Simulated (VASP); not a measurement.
# Li3H3N2 (Pm) in VASP: a series of runs

The runs below take Li3H3N2 through single point, with LDA.

All numbers are computed with VASP 6.6.1; they aren't measurements. Logs are shortened: lines on timing, memory, paths and dates and some standing lists are left out, and cuts for length are marked.

### Step 1. The cell of the first run

It takes space group Pm (No. 6, monoclinic). Conventional cell: a = 3.729 Å, b = 3.460 Å, c = 5.143 Å, α = 90.00°, β = 91.83°, γ = 90.00°. Within 2.8 Å of Li (site symmetry m) lie 4 N at 2.11 to 2.24 Å and 5 Li at 2.36 to 2.60 Å and 4 H at 2.48 to 2.71 Å. Within 2.6 Å of Li (site symmetry m) lie 4 N at 1.95 to 2.31 Å and 3 H at 2.09 to 2.31 Å and 4 Li at 2.55 to 2.60 Å. Li (site symmetry m) has 6 H at 2.09 to 2.52 Å and 3 N at 2.10 to 2.19 Å and 1 Li at 2.36 Å within 2.8 Å. Within 1.4 Å of H (site symmetry 1) lie 1 N at 1.03 Å. Within 1.4 Å of H (site symmetry m) lie 1 N at 1.04 Å. N (site symmetry m) has 2 H at 1.03 Å within 1.4 Å. N (site symmetry m) has 1 H at 1.04 Å within 1.4 Å.

### Step 2. Single point, LDA

The input, INCAR:

```
SYSTEM = Li3H3N2
PREC     = Accurate       ! precision mode
ENCUT    = 520            ! plane-wave cutoff, eV
EDIFF    = 1E-6           ! SCF threshold, eV
ISMEAR   = 0              ! smearing method
SIGMA    = 0.01           ! smearing width, eV
LREAL    = .False.        ! projectors in reciprocal space
LASPH    = .True.         ! aspherical terms in the spheres
NELM     = 100            ! most SCF steps
ALGO     = Normal         ! electronic algorithm
ISIF     = 2              ! what is computed and relaxed
LWAVE    = .False.        ! write WAVECAR
LCHARG   = .False.        ! write CHGCAR
NBANDS   = 21             ! bands
```

The input, KPOINTS:

```
regular mesh
0
Gamma
  5 5 4
  0 0 0
```

The input, POSCAR:

```
Li3H3N2
1.0
    3.7294630000      0.0000000000      0.0000000000
    0.0000000000      3.4604790000      0.0000000000
   -0.1639040000      0.0000000000      5.1408490000
Li H N
3 3 2
Direct
    0.4582370000      0.0000000000      0.7612630000
    0.9625990000      0.5000000000      0.6834380000
    0.6087300000      0.0000000000      0.3197080000
    0.0391780000      0.2292790000      0.0928740000
    0.3014230000      0.5000000000      0.3672380000
    0.0391780000      0.7707210000      0.0928740000
    0.9492690000      0.0000000000      0.9796920000
    0.4793860000      0.5000000000      0.5269140000
```

Potentials or basis: VASP PAW LDA potentials, release 64 (Li_sv, H, N).

Run with:

```console
cat potpaw_LDA.64/Li_sv/POTCAR potpaw_LDA.64/H/POTCAR potpaw_LDA.64/N/POTCAR > POTCAR
mpirun -np 1 vasp_std > vasp.out
```

OUTCAR:

```text
SYSTEM = Li3H3N2
   PREC = Accurate
   ENCUT = 520
   EDIFF = 1E-6
   ISMEAR = 0
   LREAL = .False.
   LASPH = .True.
   NELM = 100
   ISIF = 2

 ion  position               nearest neighbor table
   1  0.458  0.000  0.761-   8 2.11   8 2.11   7 2.12   3 2.36   2 2.55   2 2.55   2 2.60   2 2.60

   2  0.963  0.500  0.683-   8 1.95   8 2.11   1 2.55   1 2.55   1 2.60   1 2.60
   3  0.609  0.000  0.320-   8 2.10   8 2.10   1 2.36
   4  0.039  0.229  0.093-   7 1.03
   5  0.301  0.500  0.367-   8 1.04
   6  0.039  0.771  0.093-   7 1.03
   7  0.949  0.000  0.980-   4 1.03   6 1.03   1 2.12
   8  0.479  0.500  0.527-   5 1.04   2 1.95   3 2.10   3 2.10   1 2.11   1 2.11   2 2.11

  LATTYP: Found a simple monoclinic cell.
 ALAT       =     3.7294630000
 B/A-ratio  =     0.9278759435
 C/A-ratio  =     1.3791425696
 COS(beta)  =    -0.0318664794

  Lattice vectors:

 A1 = (   3.7294630000,   0.0000000000,   0.0000000000)
 A2 = (   0.0000000000,   3.4604790000,   0.0000000000)
 A3 = (  -0.1639040000,   0.0000000000,   5.1408490000)

Analysis of symmetry for initial positions (statically):
=====================================================================
 Subroutine PRICEL returns:
 Original cell was already a primitive cell.

 Routine SETGRP: Setting up the symmetry group for a
 simple monoclinic supercell.

 Subroutine GETGRP returns: Found  2 space group operations
 (whereof  2 operations were pure point group operations)
 out of a pool of  4 trial point group operations.

The static configuration has the point symmetry C_1h.

Analysis of symmetry for dynamics (positions and initial velocities):
=====================================================================
 Subroutine PRICEL returns:
 Original cell was already a primitive cell.

 Routine SETGRP: Setting up the symmetry group for a
 simple monoclinic supercell.

 Subroutine GETGRP returns: Found  2 space group operations
 (whereof  2 operations were pure point group operations)
 out of a pool of  4 trial point group operations.

The dynamic configuration has the point symmetry C_1h.

 Subroutine INISYM returns: Found  2 space group operations
 (whereof  2 operations are pure point group operations),
 and found     1 'primitive' translations

----------------------------------------------------------------------------------------

                                     Primitive cell

  volume of cell :      66.3464

  direct lattice vectors                    reciprocal lattice vectors
     3.729463000  0.000000000  0.000000000     0.268135118  0.000000000  0.008548864
     0.000000000  3.460479000  0.000000000     0.000000000  0.288977335  0.000000000
    -0.163904000  0.000000000  5.140849000     0.000000000  0.000000000  0.194520399

  length of vectors
     3.729463000  3.460479000  5.143461185     0.268271363  0.288977335  0.194520399

  position of ions in fractional coordinates (direct lattice)
     0.458237000  0.000000000  0.761263000
     0.962599000  0.500000000  0.683438000
     0.608730000  0.000000000  0.319708000
     0.039178000  0.229279000  0.092874000
     0.301423000  0.500000000  0.367238000
     0.039178000  0.770721000  0.092874000
     0.949269000  0.000000000  0.979692000
     0.479386000  0.500000000  0.526914000

  ion indices of the primitive-cell ions
   primitive index   ion index
                 1           1
                 2           2
                 3           3
                 4           4
                 5           5
                 6           6
                 7           7
                 8           8

----------------------------------------------------------------------------------------

 KPOINTS: regular mesh

Automatic generation of k-mesh.
 Grid dimensions read from file:
 generate k-points for:    5    5    4

 Generating k-lattice:

  Cartesian coordinates                     Fractional coordinates (reciprocal lattice)
     0.053627024  0.000000000  0.001709773     0.200000000  0.000000000 -0.000000000
     0.000000000  0.057795467  0.000000000     0.000000000  0.200000000  0.000000000
     0.000000000  0.000000000  0.048630100     0.000000000  0.000000000  0.250000000

  Length of vectors
     0.053654273  0.057795467  0.048630100

  Shift w.r.t. Gamma in fractional coordinates (k-lattice)
     0.000000000  0.000000000  0.000000000

 Subroutine IBZKPT returns following result:
 ===========================================

 Found     33 irreducible k-points:

 Following reciprocal coordinates:
            Coordinates               Weight
  0.000000  0.000000  0.000000      1.000000
  0.200000  0.000000  0.000000      2.000000
  0.400000  0.000000  0.000000      2.000000
  0.000000  0.200000  0.000000      2.000000
  0.200000  0.200000  0.000000      4.000000
  0.400000  0.200000  0.000000      4.000000
[... 16 lines left out ...]
 -0.400000  0.400000  0.250000      4.000000
 -0.200000  0.400000  0.250000      4.000000
 [... further k-points ...]
   k-points           NKPTS =     33   k-points in BZ     NKDIM =     33   number of bands    NBANDS=     21
   number of dos      NEDOS =    301   number of ions     NIONS =      8
   total plane-waves  NPLWV =  31360
   dimension x,y,z NGX =    28 NGY =   28 NGZ =   40
   dimension x,y,z NGXF=    56 NGYF=   56 NGZF=   80
   ions per type =               3   3   2
   NGX,Y,Z   is equivalent  to a cutoff of  12.48, 13.45, 12.93 a.u.
   NGXF,Y,Z  is equivalent  to a cutoff of  24.96, 26.90, 25.86 a.u.
 SYSTEM =  Li3H3N2
   PREC   = accura    normal or accurate (medium, high low for compatibility)
   ISTART =      0    job   : 0-new  1-cont  2-samecut
   ICHARG =      2    charge: 1-file 2-atom 10-const
   ISPIN  =      1    spin polarized calculation?
   LNONCOLLINEAR =      F non collinear calculations
   LSORBIT =      F    spin-orbit coupling
   LASPH  =      T    aspherical Exc in radial PAW
   ENCUT  =  520.0 eV  38.22 Ry    6.18 a.u.   6.93  6.43  9.56*2*pi/ulx,y,z
   NELM   =    100;   NELMIN=  2; NELMDL= -5     # of ELM steps
   EDIFF  = 0.1E-05   stopping-criterion for ELM
   LREAL  =      F    real-space projection
[... 7 lines left out ...]
   TEBEG  =    0.0;   TEEND  =   0.0 temperature during run
   PSTRESS=    0.0 pullay stress
   NELECT =      22.0000    total number of electrons
   NUPDOWN=      -1.0000    fix difference up-down
   EMIN   =  10.00;   EMAX   =-10.00  energy-range for DOS
   EFERMI =   0.00;   METHOD = LEGACY
   ISMEAR =     0;   SIGMA  =   0.01  broadening in eV -4-tet -1-fermi 0-gaus
   EFERMI_NEDOS =   21; number of points for ismear=-14 and -15
   IALGO  =     38    algorithm
   IMIX   =      4    mixing-type and parameters
     AMIX     =   0.40;   BMIX     =  1.00
     AMIX_MAG =   1.60;   BMIX_MAG =  1.00
  volume/ion in A,a.u.               =       8.29        55.97
  Fermi-wavevector in a.u.,A,eV,Ry     =   1.133122  2.141290 17.469405  1.283965
  Thomas-Fermi vector in A             =   2.269824
   LORBIT       =      0    0 simple, 1 ext, 2 COOP (PROOUT), +10 PAW based schemes
   GGA     = CA    functional components
   LHFCALC =     F    Hartree Fock is set to
   AEXX    =    0.0000 exact exchange contribution
   IVDW    =     0    specifies the selected vdW correction
   LEPSILON=     F    determine dielectric tensor
   LRPA    =     F    only Hartree local field effects (RPA)
 non-spin polarized calculation
 Gauss-broadening in eV      SIGMA  =   0.01
  energy-cutoff  :      520.00
  volume of cell :       66.35
 maximum number of plane-waves:      1813
   NGX = 13   NGY = 13   NGZ = 19

 number of electron      21.9999999 magnetization

 Free energy of the ion-electron system (eV)
  ---------------------------------------------------
  ext. energy  EPLUGINS =         0.00000000
  ---------------------------------------------------
  free energy    TOTEN  =       -39.17709532 eV

  energy without entropy =      -39.17709532  energy(sigma->0) =      -39.17709532

 E-fermi :   1.0414     XC(G=0):  -9.1506

 val. band max:        0.9718112028   @ k =   0.4000   0.0000   0.5000
 cond. band min:       2.8522965724   @ k =   0.0000   0.0000   0.0000
 fundamental gap:      1.8804853696
 Fermi energy:         1.0413926701

 k-point     1 :       0.0000    0.0000    0.0000
  band No.  band energies     occupation
      1     -42.4297      2.00000
      2     -42.2538      2.00000
      3     -41.6827      2.00000
      4     -14.9909      2.00000
      5     -12.1405      2.00000
      6      -4.9993      2.00000
[... 13 lines left out ...]
     20      13.1101      0.00000
     21      14.9516      0.00000

 k-point     2 :       0.2000    0.0000    0.0000
  band No.  band energies     occupation
      1     -42.4293      2.00000
      2     -42.2523      2.00000
      3     -41.6836      2.00000
      4     -14.9587      2.00000
      5     -12.1237      2.00000
      6      -4.9676      2.00000
[... 13 lines left out ...]
     20      12.9212      0.00000
     21      13.3109      0.00000

 k-point     3 :       0.4000    0.0000    0.0000
  band No.  band energies     occupation
      1     -42.4285      2.00000
      2     -42.2499      2.00000
      3     -41.6850      2.00000
      4     -14.9055      2.00000
      5     -12.0976      2.00000
      6      -4.9155      2.00000
[... 13 lines left out ...]
     20      12.4312      0.00000
     21      13.5097      0.00000
[... 457 lines left out ...]
 k-point    23 :      -0.4000    0.4000    0.2500
  band No.  band energies     occupation
      1     -42.4256      2.00000
      2     -42.2482      2.00000
      3     -41.6833      2.00000
      4     -14.5371      2.00000
      5     -12.0148      2.00000
      6      -6.5542      2.00000
[... 13 lines left out ...]
     20      12.8855      0.00000
     21      13.6009      0.00000

 k-point    24 :      -0.2000    0.4000    0.2500
  band No.  band energies     occupation
      1     -42.4260      2.00000
      2     -42.2490      2.00000
      3     -41.6838      2.00000
      4     -14.5733      2.00000
      5     -12.0637      2.00000
      6      -6.6279      2.00000
[... 13 lines left out ...]
     20      12.2802      0.00000
     21      13.6011      0.00000

 [... further k-points ...]
[... 5 lines left out ...]
  --------------------------------------------------------------------------------------
  -------------------------------------------------------------------------------------
  Total       -1.8790332     -1.8445337     -1.6461587      0.0000000      0.0000000      0.2163570
  in kB      -45.3761517    -44.5430358    -39.7525426      0.0000000      0.0000000      5.2247347
  external PRESSURE =     -43.2239100 kB  Pullay stress =       0.0000000 kB

 VOLUME and BASIS-vectors are now :
 -----------------------------------------------------------------------------
  energy-cutoff  :      520.00
  volume of cell :       66.35
      direct lattice vectors                 reciprocal lattice vectors
     3.729463000  0.000000000  0.000000000     0.268135118  0.000000000  0.008548864
     0.000000000  3.460479000  0.000000000     0.000000000  0.288977335  0.000000000
    -0.163904000  0.000000000  5.140849000     0.000000000  0.000000000  0.194520399

 POSITION                                       TOTAL-FORCE (eV/Angst)
 -----------------------------------------------------------------------------------
      1.58420      0.00000      3.91354         0.055164      0.000000     -0.019440
      3.47796      1.73024      3.51345        -0.057060      0.000000     -0.046177
      2.21783      0.00000      1.64357        -0.011641      0.000000      0.099389
      0.13089      0.79342      0.47745         0.011169      0.182698     -0.007209
      1.06395      1.73024      1.88792        -0.073256      0.000000     -0.076339
      0.13089      2.66706      0.47745         0.011169     -0.182698     -0.007209
      3.37969      0.00000      5.03645        -0.127399      0.000000     -0.146465
      1.70149      1.73024      2.70879         0.191854      0.000000      0.203449
 -----------------------------------------------------------------------------------
    total drift:                               -0.000928      0.000000     -0.001217

  FREE ENERGIE OF THE ION-ELECTRON SYSTEM (eV)
  ---------------------------------------------------
  free  energy   TOTEN  =       -39.1770953197 eV

  energy  without entropy=      -39.1770953197  energy(sigma->0) =      -39.17709532
```

Wall time 47 s (1 thread of Intel Xeon Platinum 8259CL at 2.50GHz (Skylake/Cascade Lake), shared host); peak memory 0.17 GiB.

Results:

* Free energy: -39.1771 eV
* Largest force: 0.280 eV/Å
* Band gap on the k mesh: 1.88 eV, indirect (least direct gap 1.99 eV)

Forces in eV/Å, atoms in the order of the input:
```
Li   0.055  0.000 -0.019
Li  -0.057  0.000 -0.046
Li  -0.012  0.000  0.099
H    0.011  0.183 -0.007
H   -0.073  0.000 -0.076
H    0.011 -0.183 -0.007
N   -0.127  0.000 -0.146
N    0.192  0.000  0.203
```

Levels at points of the mesh, in eV from the valence-band top:
| k point | band 7 | band 8 | band 9 | band 10 | band 11 | band 12 | band 13 | band 14 | band 15 | band 16 |
| --- | --- | --- | --- | --- | --- | --- | --- | --- | --- | --- |
| (0.00, 0.00, 0.00) | -4.77 | -2.79 | -1.82 | -0.17 | -0.11 | 1.88 | 3.79 | 7.11 | 8.22 | 8.74 |
| (0.00, 0.00, 0.50) | -4.02 | -3.85 | -1.71 | -0.59 | -0.25 | 3.01 | 4.90 | 6.64 | 7.59 | 9.33 |

Caveat: the cutoff is under 1.25 times the usual one of these potentials, so pressure, stress and relaxed cells hold a basis-set (Pulay) error. LDA gaps usually lie below the measured ones, often by a third to a half.

### Step 3. Single point, LDA

The input, INCAR:

```
  PREC = Accurate
  ENCUT = 520
  EDIFF = 1E-7
  ISMEAR = 0
  SIGMA = 0.01
  LREAL = False
  LASPH = True
  NELM = 80
  ALGO = Normal
  ISIF = 2
  LWAVE = False
  LCHARG = False
  GGA = CA
  NBANDS = 21
```

The input, KPOINTS:

```
Automatic mesh
0
Gamma
  5 5 4
```

POSCAR is that of step 2.

Potentials or basis: VASP PAW LDA potentials, release 64 (Li_sv, H, N).

Run with:

```console
cat potpaw_LDA.64/Li_sv/POTCAR potpaw_LDA.64/H/POTCAR potpaw_LDA.64/N/POTCAR > POTCAR
mpirun -np 1 vasp_std > vasp.out
```

It took 70 s on 1 thread of Intel Xeon Platinum 8259CL at 2.50GHz (Skylake/Cascade Lake), shared host; peak memory 0.17 GiB.

It converged, with:

| Item | Value |
| --- | --- |
| Free energy | -39.1771 eV |
| Largest force | 0.280 eV/Å |
| Band gap on the k mesh | 1.88 eV, indirect (least direct gap 1.99 eV) |

Forces on the atoms (eV/Å):
```
Li   0.055  0.000 -0.020
Li  -0.057  0.000 -0.047
Li  -0.012  0.000  0.099
H    0.011  0.182 -0.008
H   -0.073  0.000 -0.076
H    0.011 -0.182 -0.008
N   -0.126  0.000 -0.145
N    0.191  0.000  0.204
```

Levels at points of the mesh, in eV from the valence-band top:
```csv
k point,band 9,band 10,band 11,band 12,band 13,band 14
"(0.00, 0.00, 0.00)",-1.82,-0.17,-0.11,1.88,3.79,7.11
"(0.00, 0.00, 0.50)",-1.71,-0.59,-0.25,3.01,4.90,6.64
```

Caveat: the cutoff is under 1.25 times the usual one of these potentials, so pressure, stress and relaxed cells hold a basis-set (Pulay) error.
